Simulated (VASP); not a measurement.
# PbF2 (Fm-3m) in VASP: further runs

The runs below take PbF2 through single point, with PBEsol.

Everything below comes from runs of VASP 6.6.1. Logs are shortened: lines on timing, memory, paths and dates and some standing lists are left out, and cuts for length are marked.

### Step 1. The cell of the first run

Symmetry: Fm-3m, No. 225, cubic system. Conventional cell: a = 5.967 Å, b = 5.967 Å, c = 5.967 Å, α = 90.00°, β = 90.00°, γ = 90.00°. Pb (site symmetry m-3m) has 8 F at 2.58 Å within 3.4 Å. Within 3.4 Å of F (site symmetry -43m) lie 4 Pb at 2.58 Å and 6 F at 2.98 Å.

### Step 2. Single point, PBEsol (17.70 Å³/atom)

INCAR

```
SYSTEM = PbF2
  ALGO = Normal
  EDIFF = 1E-6
  ENCUT = 520
  GGA = PS
  ISIF = 2
  ISMEAR = -1
  LASPH = .True.
  LCHARG = .False.
  LREAL = .False.
  LWAVE = .False.
  NBANDS = 21
  NELM = 80
  PREC = Accurate
  SIGMA = 0.05
```

KPOINTS

```
k-points
0
Gamma
  8 8 8
  0 0 0
```

POSCAR

```
PbF2
1.0
    0.0000000000      2.9832874594      2.9832874594
    2.9832874594      0.0000000000      2.9832874594
    2.9832874594      2.9832874594      0.0000000000
Pb F
1 2
Direct
    0.0000000000      0.0000000000      0.0000000000
    0.7500000000      0.7500000000      0.7500000000
    0.2500000000      0.2500000000      0.2500000000
```

Potentials or basis: VASP PAW PBE potentials, release 64 (Pb_d, F).

The run is started by

```console
cat potpaw_PBE.64/Pb_d/POTCAR potpaw_PBE.64/F/POTCAR > POTCAR
mpirun -np 1 vasp_std > vasp.out
```

OUTCAR:

```text
SYSTEM = PbF2
   EDIFF = 1E-6
   ENCUT = 520
   GGA = PS
   ISIF = 2
   ISMEAR = -1
   LASPH = .True.
   LREAL = .False.
   NELM = 80
   PREC = Accurate

 ion  position               nearest neighbor table
   1  0.000  0.000  0.000-   2 2.58   2 2.58   3 2.58   3 2.58   2 2.58   2 2.58   3 2.58   3 2.58

   2  0.750  0.750  0.750-   1 2.58   1 2.58   1 2.58   1 2.58
   3  0.250  0.250  0.250-   1 2.58   1 2.58   1 2.58   1 2.58

  LATTYP: Found a face centered cubic cell.
 ALAT       =     5.9665749188

  Lattice vectors:

 A1 = (   0.0000000000,   2.9832874594,   2.9832874594)
 A2 = (   2.9832874594,   0.0000000000,   2.9832874594)
 A3 = (   2.9832874594,   2.9832874594,   0.0000000000)

Analysis of symmetry for initial positions (statically):
=====================================================================
 Subroutine PRICEL returns:
 Original cell was already a primitive cell.

 Routine SETGRP: Setting up the symmetry group for a
 face centered cubic supercell.

 Subroutine GETGRP returns: Found 48 space group operations
 (whereof 48 operations were pure point group operations)
 out of a pool of 48 trial point group operations.

The static configuration has the point symmetry O_h .

Analysis of symmetry for dynamics (positions and initial velocities):
=====================================================================
 Subroutine PRICEL returns:
 Original cell was already a primitive cell.

 Routine SETGRP: Setting up the symmetry group for a
 face centered cubic supercell.

 Subroutine GETGRP returns: Found 48 space group operations
 (whereof 48 operations were pure point group operations)
 out of a pool of 48 trial point group operations.

The dynamic configuration has the point symmetry O_h .

 Subroutine INISYM returns: Found 48 space group operations
 (whereof 48 operations are pure point group operations),
 and found     1 'primitive' translations

----------------------------------------------------------------------------------------

                                     Primitive cell

  volume of cell :      53.1025

  direct lattice vectors                    reciprocal lattice vectors
     0.000000000  2.983287459  2.983287459    -0.167600343  0.167600343  0.167600343
     2.983287459  0.000000000  2.983287459     0.167600343 -0.167600343  0.167600343
[... 83 lines left out ...]
   LSORBIT =      F    spin-orbit coupling
   LASPH  =      T    aspherical Exc in radial PAW
   ENCUT  =  520.0 eV  38.22 Ry    6.18 a.u.   7.84  7.84  7.84*2*pi/ulx,y,z
   NELM   =     80;   NELMIN=  2; NELMDL= -5     # of ELM steps
   EDIFF  = 0.1E-05   stopping-criterion for ELM
   LREAL  =      F    real-space projection
   EDIFFG = 0.1E-04   stopping-criterion for IOM
   NSW    =      0    number of steps for IOM
   IBRION =     -1    ionic relax: 0-MD 1-quasi-New 2-CG
   NFREE  =      0    steps in history (QN), initial steepest desc. (CG)
   ISIF   =      2    stress and relaxation
   ISYM   =      2    0-nonsym 1-usesym 2-fastsym
   POTIM  = 0.5000    time-step for ionic-motion
   TEBEG  =    0.0;   TEEND  =   0.0 temperature during run
   PSTRESS=    0.0 pullay stress
   NELECT =      28.0000    total number of electrons
   NUPDOWN=      -1.0000    fix difference up-down
   EMIN   =  10.00;   EMAX   =-10.00  energy-range for DOS
   EFERMI =   0.00;   METHOD = LEGACY
   ISMEAR =    -1;   SIGMA  =   0.05  broadening in eV -4-tet -1-fermi 0-gaus
   EFERMI_NEDOS =   21; number of points for ismear=-14 and -15
   IALGO  =     38    algorithm
   IMIX   =      4    mixing-type and parameters
     AMIX     =   0.40;   BMIX     =  1.00
     AMIX_MAG =   1.60;   BMIX_MAG =  1.00
  volume/ion in A,a.u.               =      17.70       119.45
  Fermi-wavevector in a.u.,A,eV,Ry     =   1.322581  2.499316 23.799604  1.749222
  Thomas-Fermi vector in A             =   2.452252
   LORBIT       =      0    0 simple, 1 ext, 2 COOP (PROOUT), +10 PAW based schemes
   GGA     = PS    functional components
   LHFCALC =     F    Hartree Fock is set to
   AEXX    =    0.0000 exact exchange contribution
   IVDW    =     0    specifies the selected vdW correction
   LEPSILON=     F    determine dielectric tensor
   LRPA    =     F    only Hartree local field effects (RPA)
 non-spin polarized calculation
  energy-cutoff  :      520.00
  volume of cell :       53.10
 maximum number of plane-waves:      1459
   NGX = 15   NGY = 15   NGZ = 15

 number of electron      28.0000021 magnetization

 Free energy of the ion-electron system (eV)
  ---------------------------------------------------
  ext. energy  EPLUGINS =         0.00000000
  ---------------------------------------------------
  free energy    TOTEN  =       -14.92370080 eV

  energy without entropy =      -14.92370080  energy(sigma->0) =      -14.92370080

 E-fermi :   2.6270     XC(G=0):  -9.5572

 val. band max:        1.4968378439   @ k =  -0.2500   0.5000   0.2500
 cond. band min:       5.8046242098   @ k =   0.5000   0.5000   0.0000
 fundamental gap:      4.3077863659
 Fermi energy:         2.6270271399

 k-point     1 :       0.0000    0.0000    0.0000
  band No.  band energies     occupation
      1     -19.3190      2.00000
      2     -18.7141      2.00000
      3     -12.8454      2.00000
      4     -12.8454      2.00000
      5     -12.8454      2.00000
      6     -12.7904      2.00000
[... 565 lines left out ...]
     20      17.3358      0.00000
     21      17.8185      0.00000

 [... further k-points ...]

------------------------ aborting loop because EDIFF is reached ----------------------------------------

  FORCE on cell =-STRESS in cart. coord.  units (eV):
  Direction    XX          YY          ZZ          XY          YZ          ZX
  --------------------------------------------------------------------------------------
  -------------------------------------------------------------------------------------
  Total       -0.8722247     -0.8722247     -0.8722247      0.0000000      0.0000000      0.0000000
  in kB      -26.3162280    -26.3162280    -26.3162280      0.0000000      0.0000000      0.0000000
  external PRESSURE =     -26.3162280 kB  Pullay stress =       0.0000000 kB

 VOLUME and BASIS-vectors are now :
 -----------------------------------------------------------------------------
  energy-cutoff  :      520.00
  volume of cell :       53.10
      direct lattice vectors                 reciprocal lattice vectors
     0.000000000  2.983287459  2.983287459    -0.167600343  0.167600343  0.167600343
     2.983287459  0.000000000  2.983287459     0.167600343 -0.167600343  0.167600343
     2.983287459  2.983287459  0.000000000     0.167600343  0.167600343 -0.167600343

 POSITION                                       TOTAL-FORCE (eV/Angst)
 -----------------------------------------------------------------------------------
      0.00000      0.00000      0.00000         0.000000     -0.000000     -0.000000
      4.47493      4.47493      4.47493         0.000000      0.000000      0.000000
      1.49164      1.49164      1.49164        -0.000000     -0.000000     -0.000000
 -----------------------------------------------------------------------------------
    total drift:                                0.000000     -0.000000      0.000000

  FREE ENERGIE OF THE ION-ELECTRON SYSTEM (eV)
  ---------------------------------------------------
  free  energy   TOTEN  =       -14.9237007997 eV

  energy  without entropy=      -14.9237007997  energy(sigma->0) =      -14.92370080
```

OSZICAR:

```text
N       E                     dE             d eps       ncg     rms          rms(c)
DAV:   1     0.292748574341E+03    0.29275E+03   -0.14646E+04  1242   0.152E+03
DAV:   2     0.108455267024E+02   -0.28190E+03   -0.26422E+03  1301   0.416E+02
DAV:   3    -0.158389747137E+02   -0.26685E+02   -0.26342E+02  1431   0.138E+02
DAV:   4    -0.165733026767E+02   -0.73433E+00   -0.73369E+00  1429   0.241E+01
DAV:   5    -0.165977966950E+02   -0.24494E-01   -0.24493E-01  1602   0.458E+00    0.721E+00
DAV:   6    -0.149551666585E+02    0.16426E+01   -0.75162E+00  1647   0.215E+01    0.270E+00
DAV:   7    -0.149356382134E+02    0.19528E-01   -0.40332E-01  1308   0.384E+00    0.153E+00
DAV:   8    -0.149250364989E+02    0.10602E-01   -0.98740E-02  1288   0.329E+00    0.509E-01
DAV:   9    -0.149223418908E+02    0.26946E-02   -0.18765E-02  1570   0.948E-01    0.103E-01
DAV:  10    -0.149237112904E+02   -0.13694E-02   -0.22534E-03  1248   0.463E-01    0.394E-02
DAV:  11    -0.149236813880E+02    0.29902E-04   -0.16560E-04  1423   0.140E-01    0.177E-02
DAV:  12    -0.149236999230E+02   -0.18535E-04   -0.78544E-05  1354   0.829E-02    0.119E-02
DAV:  13    -0.149237009524E+02   -0.10294E-05   -0.23912E-05  1370   0.453E-02    0.464E-03
DAV:  14    -0.149237007997E+02    0.15267E-06   -0.20406E-06  1171   0.997E-03
   1 F= -.14923701E+02 E0= -.14923701E+02  d E =-.738494E-10
```

It used 41 s of CPU time on 1 thread of Intel Xeon 8259CL, on a shared host.

Results:

```yaml
Free_energy: -14.9237 eV
Pressure: -2.6 GPa
Band_gap_on_the_k_mesh: 4.31 eV (least direct gap 4.46 eV)
```

Caveat: the PAW data sets were made with another functional, which shifts forces and pressure a little; spin-orbit coupling is left out, which moves the levels of the heavy elements. A k mesh can miss the band edges.

### Step 3. Single point, PBEsol

This run uses another cell than the first one, of 13.62 Å³/atom.

INCAR

```
  PREC = Accurate
  ENCUT = 600
  EDIFF = 1E-6
  ISMEAR = -1
  SIGMA = 0.05
  LREAL = False
  LASPH = True
  NELM = 120
  ALGO = Normal
  ISIF = 2
  LWAVE = False
  LCHARG = False
  GGA = PS
  NBANDS = 21
  GGA_COMPAT = False
```

KPOINTS

```
Automatic mesh
0
Gamma
  8 8 8
```

POSCAR

```
PbF2
1.0
    0.0000000000      2.7336406623      2.7336406623
    2.7336406623      0.0000000000      2.7336406623
    2.7336406623      2.7336406623      0.0000000000
Pb F
1 2
Direct
    0.0000000000      0.0000000000      0.0000000000
    0.7500000000      0.7500000000      0.7500000000
    0.2500000000      0.2500000000      0.2500000000
```

Potentials or basis: VASP PAW PBE potentials, release 64 (Pb_d, F).

The run is started by

```console
cat potpaw_PBE.64/Pb_d/POTCAR potpaw_PBE.64/F/POTCAR > POTCAR
mpirun -np 1 vasp_std > vasp.out
```

OUTCAR:

```text
PREC = Accurate
   ENCUT = 600
   EDIFF = 1E-6
   ISMEAR = -1
   LREAL = False
   LASPH = True
   NELM = 120
   ISIF = 2
   GGA = PS

 ion  position               nearest neighbor table
   1  0.000  0.000  0.000-   2 2.37   2 2.37   2 2.37   2 2.37   3 2.37   3 2.37   3 2.37   3 2.37

   2  0.750  0.750  0.750-   1 2.37   1 2.37   1 2.37   1 2.37
   3  0.250  0.250  0.250-   1 2.37   1 2.37   1 2.37   1 2.37

  LATTYP: Found a face centered cubic cell.
 ALAT       =     5.4672813246
[... 768 lines left out ...]

  FORCE on cell =-STRESS in cart. coord.  units (eV):
  Direction    XX          YY          ZZ          XY          YZ          ZX
  --------------------------------------------------------------------------------------
  -------------------------------------------------------------------------------------
  Total        7.6111497      7.6111497      7.6111497      0.0000000      0.0000000     -0.0000000
  in kB      298.4740454    298.4740454    298.4740454      0.0000000      0.0000000     -0.0000000
  external PRESSURE =     298.4740454 kB  Pullay stress =       0.0000000 kB

 VOLUME and BASIS-vectors are now :
 -----------------------------------------------------------------------------
  energy-cutoff  :      600.00
  volume of cell :       40.86
      direct lattice vectors                 reciprocal lattice vectors
     0.000000000  2.733640662  2.733640662    -0.182906264  0.182906264  0.182906264
     2.733640662  0.000000000  2.733640662     0.182906264 -0.182906264  0.182906264
     2.733640662  2.733640662  0.000000000     0.182906264  0.182906264 -0.182906264

 POSITION                                       TOTAL-FORCE (eV/Angst)
 -----------------------------------------------------------------------------------
      0.00000      0.00000      0.00000        -0.000000      0.000000     -0.000000
      4.10046      4.10046      4.10046         0.000000      0.000000      0.000000
      1.36682      1.36682      1.36682        -0.000000     -0.000000     -0.000000
 -----------------------------------------------------------------------------------
    total drift:                                0.000000     -0.000000      0.000000

  FREE ENERGIE OF THE ION-ELECTRON SYSTEM (eV)
  ---------------------------------------------------
  free  energy   TOTEN  =       -14.1437084059 eV

  energy  without entropy=      -14.1437084059  energy(sigma->0) =      -14.14370841
```

OSZICAR:

```text
N       E                     dE             d eps       ncg     rms          rms(c)
DAV:   1     0.330744639201E+03    0.33074E+03   -0.16302E+04  1218   0.179E+03
DAV:   2     0.139735261341E+02   -0.31677E+03   -0.29759E+03  1276   0.491E+02
DAV:   3    -0.146640092098E+02   -0.28638E+02   -0.28280E+02  1438   0.150E+02
DAV:   4    -0.154496711570E+02   -0.78566E+00   -0.78514E+00  1378   0.253E+01
DAV:   5    -0.154752001161E+02   -0.25529E-01   -0.25526E-01  1581   0.483E+00    0.690E+00
DAV:   6    -0.141429254394E+02    0.13323E+01   -0.55171E+00  1744   0.224E+01    0.205E+00
DAV:   7    -0.141464704157E+02   -0.35450E-02   -0.26698E-01  1313   0.378E+00    0.130E+00
DAV:   8    -0.141462981947E+02    0.17222E-03   -0.64836E-02  1484   0.336E+00    0.505E-01
DAV:   9    -0.141429457267E+02    0.33525E-02   -0.11004E-02  1690   0.120E+00    0.116E-01
DAV:  10    -0.141436634398E+02   -0.71771E-03   -0.19765E-03  1306   0.443E-01    0.487E-02
DAV:  11    -0.141437057774E+02   -0.42338E-04   -0.16804E-04  1353   0.175E-01    0.109E-02
DAV:  12    -0.141437082545E+02   -0.24772E-05   -0.27826E-05  1459   0.632E-02    0.456E-03
DAV:  13    -0.141437084059E+02   -0.15138E-06   -0.22201E-06  1187   0.226E-02
   1 F= -.14143708E+02 E0= -.14143708E+02  d E =-.129946E-10
```

stdout:

```text
POSCAR found type information on POSCAR PbF
 POSCAR found :  2 types and       3 ions
 scaLAPACK will be used
 -----------------------------------------------------------------------------
|                                                                             |
|                                                                             |
|     You enforced a specific xc type in the INCAR file but a different       |
|     I HOPE YOU KNOW WHAT YOU ARE DOING!                                     |
|                                                                             |
 -----------------------------------------------------------------------------

 LDA part: xc-table for (Slater+PW92), standard interpolation
 POSCAR, INCAR and KPOINTS ok, starting setup
 FFT: planning ... GRIDC
 FFT: planning ... GRID_SOFT
 FFT: planning ... GRID
 WAVECAR not read
 entering main loop
```

It took 47 s on 1 thread of Intel Xeon 8259CL, shared host; peak memory 0.19 GiB.

What came out:

```yaml
Free_energy: -14.1437 eV
Pressure: 29.8 GPa
Band_gap_on_the_k_mesh: 4.06 eV (least direct gap 4.31 eV)
```

Levels at points of the mesh, in eV from the valence-band top:
| k point | band 10 | band 11 | band 12 | band 13 | band 14 | band 15 | band 16 | band 17 | band 18 | band 19 |
| --- | --- | --- | --- | --- | --- | --- | --- | --- | --- | --- |
| (0.00, 0.00, 0.00) | -4.30 | -4.30 | -3.84 | -3.84 | -3.84 | 6.59 | 6.59 | 6.59 | 10.83 | 15.27 |
| (0.50, 0.00, 0.00) | -4.85 | -4.85 | -3.92 | -3.92 | -0.18 | 4.59 | 8.19 | 8.19 | 13.26 | 13.82 |
| (0.50, 0.50, 0.00) | -6.08 | -3.27 | -3.15 | -3.15 | -0.20 | 4.11 | 7.92 | 8.58 | 8.58 | 14.93 |

Caveat: the cell stands under pressure; the PAW data sets were made with another functional, which shifts forces and pressure a little; spin-orbit coupling is left out, which moves the levels of the heavy elements. A k mesh can miss the band edges.

### Step 4. Single point, PBEsol

This run uses another cell than the first one, of 14.39 Å³/atom.

INCAR

```
PREC = Accurate ; ENCUT = 600
EDIFF = 1E-6 ; ISMEAR = -1
SIGMA = 0.05 ; LREAL = F
LASPH = T ; NELM = 120
ALGO = Normal ; ISIF = 2
LWAVE = F ; LCHARG = F
GGA = PS ; NBANDS = 21
GGA_COMPAT = F
```

KPOINTS

```
regular mesh
0
Gamma
  8 8 8
```

POSCAR

```
PbF2
1.0
    0.0000000000      2.7840621461      2.7840621461
    2.7840621461      0.0000000000      2.7840621461
    2.7840621461      2.7840621461      0.0000000000
Pb F
1 2
Direct
    0.0000000000      0.0000000000      0.0000000000
    0.7500000000      0.7500000000      0.7500000000
    0.2500000000      0.2500000000      0.2500000000
```

The run is started by

```console
cat potpaw_PBE.64/Pb_d/POTCAR potpaw_PBE.64/F/POTCAR > POTCAR
mpirun -np 1 vasp_std > vasp.out
```

Wall time 46 s (1 thread of Intel Xeon 8259CL, shared host); peak memory 0.19 GiB.

It converged, with:

| Property | Result |
| --- | --- |
| Free energy | -14.5029 eV |
| Pressure | 19.8 GPa |
| Band gap on the k mesh | 4.17 eV (least direct gap 4.36 eV) |

Levels at points of the mesh, in eV from the valence-band top:
| k point | band 10 | band 11 | band 12 | band 13 | band 14 | band 15 | band 16 | band 17 | band 18 | band 19 |
| --- | --- | --- | --- | --- | --- | --- | --- | --- | --- | --- |
| (0.00, 0.00, 0.00) | -3.85 | -3.85 | -3.36 | -3.36 | -3.36 | 6.66 | 6.66 | 6.66 | 10.79 | 15.23 |
| (0.50, 0.00, 0.00) | -4.30 | -4.30 | -3.48 | -3.48 | -0.15 | 4.72 | 8.08 | 8.08 | 13.24 | 13.80 |
| (0.50, 0.50, 0.00) | -5.44 | -2.82 | -2.74 | -2.74 | -0.18 | 4.17 | 8.17 | 8.43 | 8.43 | 14.74 |

Caveat: the cell stands under pressure; the PAW data sets were made with another functional, which shifts forces and pressure a little; spin-orbit coupling is left out, which moves the levels of the heavy elements. A k mesh can miss the band edges.

### Step 5. Summary

| cell | cutoff (eV) | gap on the mesh (eV) | pressure (GPa) |
| --- | --- | --- | --- |
| a = 4.219 Å, angles 60.0°, 3 atoms | 520 | 4.31 | -2.6 |
| a = 3.866 Å, angles 60.0°, 3 atoms | 600 | 4.06 | 29.8 |
| a = 3.937 Å, angles 60.0°, 3 atoms | 600 | 4.17 | 19.8 |

Alike in all rows: task single point; level PBEsol; potentials or basis VASP PAW PBE potentials, release 64 (Pb_d, F); no spin polarisation; k mesh 8 × 8 × 8; smearing fermi-dirac 0.05 eV.

Caveats: the PAW data sets were made with another functional, which shifts forces and pressure a little; spin-orbit coupling is left out, which moves the levels of the heavy elements; the cell stands under pressure (at least some runs).

Absolute energies hang on the potentials; compare differences alone.
